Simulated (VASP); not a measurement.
# Al (Im-3m) in VASP: further runs

Aim: see how the results for Al move with the level of theory and the settings. Levels: LDA, r2SCAN. Tasks: single point.

All numbers are computed with VASP 6.6.1; they aren't measurements. Logs are shortened: lines on timing, memory, paths and dates and some standing lists are left out, and cuts for length are marked.

**1. The cell of the first run**

Symmetry: Im-3m, No. 229, cubic system. Conventional cell: a = 3.224 Å, b = 3.224 Å, c = 3.224 Å, α = 90.00°, β = 90.00°, γ = 90.00°. Al (site symmetry m-3m) has 14 Al at 2.79 to 3.22 Å within 3.7 Å.

**2. Single point, LDA**

INCAR reads:

```
SYSTEM = Al
  ALGO = Fast
  EDIFF = 1E-7
  ENCUT = 520
  GGA = CA
  ISIF = 2
  ISMEAR = -1
  LASPH = .TRUE.
  LCHARG = .TRUE.
  LELF = .TRUE.
  LREAL = .FALSE.
  LVHAR = .TRUE.
  LWAVE = .FALSE.
  NBANDS = 8
  NELM = 80
  PREC = Accurate
  SIGMA = 0.05
```

KPOINTS reads:

```
k-points
0
G
  12 12 12
  0 0 0
```

POSCAR reads:

```
Al
1.0
   -1.6121581793      1.6121581793      1.6121581793
    1.6121581793     -1.6121581793      1.6121581793
    1.6121581793      1.6121581793     -1.6121581793
Al
1
Direct
    0.0000000000      0.0000000000      0.0000000000
```

Potentials or basis: VASP PAW LDA potentials, release 64 (Al).

On the command line:

```console
cat potpaw_LDA.64/Al/POTCAR > POTCAR
mpirun -np 1 vasp_std > vasp.out
```

OUTCAR:

```text
SYSTEM = Al
   EDIFF = 1E-7
   ENCUT = 520
   GGA = CA
   ISIF = 2
   ISMEAR = -1
   LASPH = .TRUE.
   LREAL = .FALSE.
   NELM = 80
   PREC = Accurate

 ion  position               nearest neighbor table
   1  0.000  0.000  0.000-

  LATTYP: Found a body centered cubic cell.
 ALAT       =     3.2243163586

  Lattice vectors:

 A1 = (  -1.6121581793,   1.6121581793,   1.6121581793)
 A2 = (   1.6121581793,  -1.6121581793,   1.6121581793)
 A3 = (   1.6121581793,   1.6121581793,  -1.6121581793)

Analysis of symmetry for initial positions (statically):
=====================================================================
 Subroutine PRICEL returns:
 Original cell was already a primitive cell.

 Routine SETGRP: Setting up the symmetry group for a
 body centered cubic supercell.

 Subroutine GETGRP returns: Found 48 space group operations
[... 9 lines left out ...]

 Routine SETGRP: Setting up the symmetry group for a
 body centered cubic supercell.

 Subroutine GETGRP returns: Found 48 space group operations
[... 11 lines left out ...]
                                     Primitive cell

  volume of cell :      16.7603

  direct lattice vectors                    reciprocal lattice vectors
    -1.612158179  1.612158179  1.612158179     0.000000000  0.310143264  0.310143264
     1.612158179 -1.612158179  1.612158179     0.310143264  0.000000000  0.310143264
     1.612158179  1.612158179 -1.612158179     0.310143264  0.310143264  0.000000000

  length of vectors
     2.792339876  2.792339876  2.792339876     0.438608810  0.438608810  0.438608810

  position of ions in fractional coordinates (direct lattice)
     0.000000000  0.000000000  0.000000000

  ion indices of the primitive-cell ions
   primitive index   ion index
                 1           1

----------------------------------------------------------------------------------------

 KPOINTS: k-points

Automatic generation of k-mesh.
 Grid dimensions read from file:
 generate k-points for:   12   12   12

 Generating k-lattice:

  Cartesian coordinates                     Fractional coordinates (reciprocal lattice)
     0.000000000  0.025845272  0.025845272     0.083333333  0.000000000  0.000000000
     0.025845272  0.000000000  0.025845272     0.000000000  0.083333333  0.000000000
     0.025845272  0.025845272  0.000000000     0.000000000  0.000000000  0.083333333

  Length of vectors
[... 47 lines left out ...]
   ISTART =      0    job   : 0-new  1-cont  2-samecut
   ICHARG =      2    charge: 1-file 2-atom 10-const
   ISPIN  =      1    spin polarized calculation?
   LNONCOLLINEAR =      F non collinear calculations
   LSORBIT =      F    spin-orbit coupling
   LASPH  =      T    aspherical Exc in radial PAW
   ENCUT  =  520.0 eV  38.22 Ry    6.18 a.u.   5.19  5.19  5.19*2*pi/ulx,y,z
   NELM   =     80;   NELMIN=  2; NELMDL= -5     # of ELM steps
   EDIFF  = 0.1E-06   stopping-criterion for ELM
   LREAL  =      F    real-space projection
   EDIFFG = 0.1E-05   stopping-criterion for IOM
   NSW    =      0    number of steps for IOM
   IBRION =     -1    ionic relax: 0-MD 1-quasi-New 2-CG
   NFREE  =      0    steps in history (QN), initial steepest desc. (CG)
   ISIF   =      2    stress and relaxation
   ISYM   =      2    0-nonsym 1-usesym 2-fastsym
   POTIM  = 0.5000    time-step for ionic-motion
   TEBEG  =    0.0;   TEEND  =   0.0 temperature during run
   PSTRESS=    0.0 pullay stress
   NELECT =       3.0000    total number of electrons
   NUPDOWN=      -1.0000    fix difference up-down
   EMIN   =  10.00;   EMAX   =-10.00  energy-range for DOS
   EFERMI =   0.00;   METHOD = LEGACY
   ISMEAR =    -1;   SIGMA  =   0.05  broadening in eV -4-tet -1-fermi 0-gaus
   EFERMI_NEDOS =   21; number of points for ismear=-14 and -15
   IALGO  =     68    algorithm
   IMIX   =      4    mixing-type and parameters
     AMIX     =   0.40;   BMIX     =  1.00
     AMIX_MAG =   1.60;   BMIX_MAG =  1.00
  volume/ion in A,a.u.               =      16.76       113.10
  Fermi-wavevector in a.u.,A,eV,Ry     =   0.922616  1.743491 11.581553  0.851220
  Thomas-Fermi vector in A             =   2.048162
   LORBIT       =      0    0 simple, 1 ext, 2 COOP (PROOUT), +10 PAW based schemes
   GGA     = CA    functional components
   LHFCALC =     F    Hartree Fock is set to
   AEXX    =    0.0000 exact exchange contribution
   IVDW    =     0    specifies the selected vdW correction
   LEPSILON=     F    determine dielectric tensor
   LRPA    =     F    only Hartree local field effects (RPA)
 non-spin polarized calculation
 RMM-DIIS sequential band-by-band and
  energy-cutoff  :      520.00
  volume of cell :       16.76
 maximum number of plane-waves:       468
 NGX is ok and might be reduce to    24
   NGX = 11   NGY = 11   NGZ = 11

 number of electron       3.0000000 magnetization

 Free energy of the ion-electron system (eV)
  ---------------------------------------------------
  ext. energy  EPLUGINS =         0.00000000
  ---------------------------------------------------
  free energy    TOTEN  =        -4.08411159 eV

  energy without entropy =       -4.08012805  energy(sigma->0) =       -4.08211982

 E-fermi :   7.5945     XC(G=0): -10.2893

 val. band max:        7.5783558728   @ k =   0.3333   0.2500   0.0833
 cond. band min:       7.6680265990   @ k =  -0.4167   0.4167   0.2500
 fundamental gap:      0.0896707262
 Fermi energy:         7.5945393328

 k-point     1 :       0.0000    0.0000    0.0000
  band No.  band energies     occupation
      1      -3.3578      2.00000
      2      20.7326      0.00000
      3      20.7326      0.00000
      4      20.7326      0.00000
      5      21.8318      0.00000
      6      21.8318      0.00000
      7      21.8318      0.00000
      8      23.7949      0.00000
[... 243 lines left out ...]
 k-point    24 :       0.4167    0.0833    0.0833
  band No.  band energies     occupation
      1       3.7791      2.00000
      2       4.1573      2.00000
      3      12.5599      0.00000
      4      13.0234      0.00000
      5      21.3791      0.00000
      6      21.8396      0.00000
      7      28.2238      0.00000
      8      29.3744      0.00000

 [... further k-points ...]
[... 5 lines left out ...]
  --------------------------------------------------------------------------------------
  -------------------------------------------------------------------------------------
  Total       -0.2331182     -0.2331182     -0.2331182     -0.0000000     -0.0000000     -0.0000000
  in kB      -22.2845457    -22.2845457    -22.2845457     -0.0000000     -0.0000000     -0.0000000
  external PRESSURE =     -22.2845457 kB  Pullay stress =       0.0000000 kB

 VOLUME and BASIS-vectors are now :
 -----------------------------------------------------------------------------
  energy-cutoff  :      520.00
  volume of cell :       16.76
      direct lattice vectors                 reciprocal lattice vectors
    -1.612158179  1.612158179  1.612158179     0.000000000  0.310143264  0.310143264
     1.612158179 -1.612158179  1.612158179     0.310143264  0.000000000  0.310143264
     1.612158179  1.612158179 -1.612158179     0.310143264  0.310143264  0.000000000

 POSITION                                       TOTAL-FORCE (eV/Angst)
 -----------------------------------------------------------------------------------
      0.00000      0.00000      0.00000         0.000000      0.000000     -0.000000
 -----------------------------------------------------------------------------------
    total drift:                                0.000000     -0.000000     -0.000000

  FREE ENERGIE OF THE ION-ELECTRON SYSTEM (eV)
  ---------------------------------------------------
  free  energy   TOTEN  =        -4.0841115877 eV

  energy  without entropy=       -4.0801280450  energy(sigma->0) =       -4.08211982
```

OSZICAR:

```text
N       E                     dE             d eps       ncg     rms          rms(c)
DAV:   1    -0.266774975495E+01   -0.26677E+01   -0.89132E+02  1160   0.207E+02
DAV:   2    -0.410603987618E+01   -0.14383E+01   -0.14311E+01  1576   0.192E+01
DAV:   3    -0.411336824691E+01   -0.73284E-02   -0.73275E-02  1440   0.146E+00
DAV:   4    -0.411337867817E+01   -0.10431E-04   -0.10430E-04  1656   0.531E-02
DAV:   5    -0.411337870769E+01   -0.29520E-07   -0.30367E-07  1464   0.211E-03    0.127E+00
RMM:   6    -0.409540003131E+01    0.17979E-01   -0.19555E-03  1153   0.204E-01    0.724E-01
RMM:   7    -0.408409632110E+01    0.11304E-01   -0.52119E-03  1292   0.327E-01    0.124E-01
RMM:   8    -0.408410758772E+01   -0.11267E-04   -0.28810E-04  1250   0.986E-02    0.374E-02
RMM:   9    -0.408411205617E+01   -0.44684E-05   -0.31875E-05  1253   0.378E-02    0.137E-02
RMM:  10    -0.408411158393E+01    0.47224E-06   -0.32731E-06  1289   0.104E-02    0.185E-02
RMM:  11    -0.408411158765E+01   -0.37254E-08   -0.64258E-07  1282   0.508E-03
   1 F= -.40841116E+01 E0= -.40821198E+01  d E =-.398354E-02
```

Run time: 4.4 s. Hardware: 1 thread of Intel Xeon 6975P-C, shared host; peak memory 0.12 GiB.

What came out:

```
Free energy : -4.0841 eV
Pressure    : -2.2 GPa
```

**3. Single point, LDA**

This run uses another cell than the first one, of 17.08 Å³/atom, 1.019 times its volume.

INCAR reads:

```
  PREC = Accurate
  ENCUT = 520
  EDIFF = 1E-6
  ISMEAR = -1
  SIGMA = 0.05
  LREAL = F
  LASPH = T
  NELM = 60
  ALGO = Normal
  ISIF = 2
  LWAVE = F
  LCHARG = T
  GGA = CA
  LELF = T
  LVHAR = T
  NBANDS = 8
```

KPOINTS reads:

```
regular mesh
0
Gamma
  12 12 12
```

POSCAR reads:

```
Al
1.0
   -1.6224269796      1.6224269796      1.6224269796
    1.6224269796     -1.6224269796      1.6224269796
    1.6224269796      1.6224269796     -1.6224269796
Al
1
Direct
    0.0000000000      0.0000000000      0.0000000000
```

Potentials or basis: VASP PAW LDA potentials, release 64 (Al).

On the command line:

```console
cat potpaw_LDA.64/Al/POTCAR > POTCAR
mpirun -np 1 vasp_std > vasp.out
```

It took 4 s on 1 thread of Intel Xeon 6975P-C, shared host; peak memory 0.12 GiB.

It converged, with:

```
Free energy : -4.0784 eV
Pressure    : -3.4 GPa
```

Levels at points of the mesh, in eV from the Fermi level:
| k point | band 1 | band 2 | band 3 | band 4 |
| --- | --- | --- | --- | --- |
| (0.00, 0.00, 0.00) | -10.82 | 13.03 | 13.03 | 13.03 |
| (0.50, 0.00, 0.00) | -4.11 | -3.80 | 7.82 | 8.24 |
| (0.50, 0.50, 0.50) | 1.82 | 1.82 | 1.82 | 3.15 |

**4. Single point, r2SCAN**

This run uses another cell than the first one, of 15.15 Å³/atom, 0.904 times its volume.

POSCAR reads:

```
Al
1.0
   -1.5587357247      1.5587357247      1.5587357247
    1.5587357247     -1.5587357247      1.5587357247
    1.5587357247      1.5587357247     -1.5587357247
Al
1
Direct
    0.0000000000      0.0000000000      0.0000000000
```

INCAR.step1 reads:

```
SYSTEM = Al
ALGO     = Normal         ! electronic algorithm
EDIFF    = 1E-4           ! SCF threshold, eV
ENCUT    = 520            ! plane-wave cutoff, eV
GGA      = PE             ! functional
ISMEAR   = -1             ! smearing method
LASPH    = .True.         ! aspherical terms in the spheres
LCHARG   = .False.        ! write CHGCAR
LREAL    = .False.        ! projectors in reciprocal space
LWAVE    = .True.         ! write WAVECAR
NBANDS   = 8              ! bands
NELM     = 60             ! most SCF steps
PREC     = Accurate       ! precision mode
SIGMA    = 0.05           ! smearing width, eV
```

INCAR.step2 reads:

```
SYSTEM = Al
ALGO     = Normal         ! electronic algorithm
EDIFF    = 1E-6           ! SCF threshold, eV
ENCUT    = 520            ! plane-wave cutoff, eV
ISIF     = 2              ! what is computed and relaxed
ISMEAR   = -1             ! smearing method
ISTART   = 1            
LASPH    = .True.         ! aspherical terms in the spheres
LCHARG   = .True.         ! write CHGCAR
LELF     = .True.         ! ELF
LMIXTAU  = .True.       
LREAL    = .False.        ! projectors in reciprocal space
LVHAR    = .True.       
LWAVE    = .False.        ! write WAVECAR
METAGGA  = R2SCAN         ! meta-GGA
NBANDS   = 8              ! bands
NELM     = 60             ! most SCF steps
PREC     = Accurate       ! precision mode
SIGMA    = 0.05           ! smearing width, eV
```

KPOINTS reads:

```
k-points
0
Gamma
  12 12 12
  0 0 0
```

Potentials or basis: VASP PAW PBE potentials, release 64 (Al).

On the command line:

```console
cat potpaw_PBE.64/Al/POTCAR > POTCAR
cp INCAR.step1 INCAR
mpirun -np 1 vasp_std > vasp.out
cp INCAR.step2 INCAR
mpirun -np 1 vasp_std > vasp.out
```

It took 17 s on 1 thread of Intel Xeon 6975P-C, shared host; peak memory 0.12 GiB.

Results (log left out):

- Free energy: -6.6029 eV
- Pressure: 6.0 GPa

Levels at points of the mesh, in eV from the Fermi level:
```
           k point  band 1  band 2  band 3  band 4
(0.00, 0.00, 0.00)  -12.47   14.59   14.59   14.59
(0.50, 0.00, 0.00)   -5.04   -4.10    8.89    9.55
(0.50, 0.50, 0.50)    2.18    2.18    2.18    2.83
```

Caveat: the PAW data sets were made with another functional, which shifts forces and pressure a little.

**5. Single point, r2SCAN**

POSCAR reads:

```
Al
1.0
   -1.6121581793      1.6121581793      1.6121581793
    1.6121581793     -1.6121581793      1.6121581793
    1.6121581793      1.6121581793     -1.6121581793
Al
1
Direct
    0.0000000000      0.0000000000      0.0000000000
```

INCAR.step1 reads:

```
SYSTEM = Al
PREC = Accurate
ENCUT = 520
ISMEAR = -1
SIGMA = 0.05
LREAL = .FALSE.
LASPH = .TRUE.
NELM = 80
NBANDS = 8
GGA = PE
ALGO = Normal
EDIFF = 1E-4
LWAVE = .TRUE.
LCHARG = .FALSE.
```

INCAR.step2 reads:

```
SYSTEM = Al
PREC = Accurate
ENCUT = 520
EDIFF = 1E-6
ISMEAR = -1
SIGMA = 0.05
LREAL = .FALSE.
LASPH = .TRUE.
NELM = 80
ALGO = Normal
ISIF = 2
LWAVE = .FALSE.
LCHARG = .FALSE.
METAGGA = R2SCAN
LMIXTAU = .TRUE.
NBANDS = 8
ISTART = 1
```

KPOINTS reads:

```
regular mesh
0
G
  12 12 12
  0 0 0
```

On the command line:

```console
cat potpaw_PBE.64/Al/POTCAR > POTCAR
cp INCAR.step1 INCAR
mpirun -np 1 vasp_std > vasp.out
cp INCAR.step2 INCAR
mpirun -np 1 vasp_std > vasp.out
```

Run time: 20 s. Hardware: 1 thread of Intel Xeon 6975P-C, shared host; peak memory 0.14 GiB.

The run converged. Its results:

- Free energy: -6.6145 eV
- Pressure: -2.9 GPa

Levels at points of the mesh, in eV from the Fermi level:
| k point | band 1 | band 2 | band 3 | band 4 |
| --- | --- | --- | --- | --- |
| (0.00, 0.00, 0.00) | -11.74 | 13.95 | 13.95 | 13.95 |
| (0.50, 0.00, 0.00) | -4.64 | -3.98 | 8.66 | 8.71 |
| (0.50, 0.50, 0.50) | 1.99 | 1.99 | 1.99 | 3.01 |

Caveat: the PAW data sets were made with another functional, which shifts forces and pressure a little.

(Continued in part 2 of 2.)
